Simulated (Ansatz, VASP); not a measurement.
W: VASP beside Ansatz

File INCAR:

```
ALGO     = Fast           # electronic algorithm
EDIFF    = 1E-7           # SCF threshold, eV
EDIFFG   = -0.005         # ionic threshold
ENCUT    = 600            # plane-wave cutoff, eV
IBRION   = 2              # ionic algorithm
ISIF     = 3              # what is computed and relaxed
ISMEAR   = 0              # smearing method
LASPH    = T              # aspherical terms in the spheres
LCHARG   = F              # write CHGCAR
LREAL    = F              # projectors in reciprocal space
LWAVE    = F              # write WAVECAR
NELM     = 80             # most SCF steps
NSW      = 80             # ionic steps
PREC     = Accurate       # precision mode
SIGMA    = 0.3            # smearing width, eV
```

File KPOINTS:

```
k-points
0
Gamma
  32 32 32
```

The input POSCAR:

```
W
1.0
   -1.5900000000      1.5900000000      1.5900000000
    1.5900000000     -1.5900000000      1.5900000000
    1.5900000000      1.5900000000     -1.5900000000
W
1
Direct
    0.0000000000      0.0000000000      0.0000000000
```

Input for Ansatz:

```yaml
crystal:
  lattice:
    - [-1.59, 1.59, 1.59]
    - [1.59, -1.59, 1.59]
    - [1.59, 1.59, -1.59]
  atoms:
    - { symbol: W, position: [0.0, 0.0, 0.0] }
scf:
  occupations: { method: gaussian, width: 0.3 }
output:
  forces: true
  stress: true
  eigenvalues: true
hamiltonian:
  xc: lda
kpoints:
  mp_grid: { grid: [32, 32, 32] }
relax:
  f_tol: 0.005
  max_steps: 60
  cell: { stress_tol: 0.02 }
```

Alike in both runs: task relaxation of cell and atoms; functional LDA; k mesh 32 × 32 × 32; occupations gaussian, width 0.3 eV; no spin polarisation.

|  | VASP | Ansatz |
| --- | --- | --- |
| version | VASP 6.6.1 | Ansatz 0.2.0 |
| potentials or method | VASP PAW LDA potentials, release 64 (W_sv) | scalar-relativistic, plane waves, PAW |
| plane-wave cutoff (eV) | 600 | 420 |
| valence electrons in the cell | 14 | 14 |

Ansatz gave:

* gap on the k mesh at the Fermi level, each at its own relaxed structure (eV): none
* relaxed volume (Å³/atom): 15.41
* relaxed cell length with the largest relative difference (Å): 2.715

Task: What did VASP give for the same quantities?

Result: gap on the k mesh at the Fermi level, each at its own relaxed structure (eV): none; relaxed volume (Å³/atom): 15.50; relaxed cell length with the largest relative difference (Å): 2.721.

LDA's correlation is that of Perdew and Zunger in VASP and of Perdew and Wang (1992) in Ansatz. A gap of «none» marks a metal or a gap that the smearing closes.

Spin-orbit coupling is off throughout.
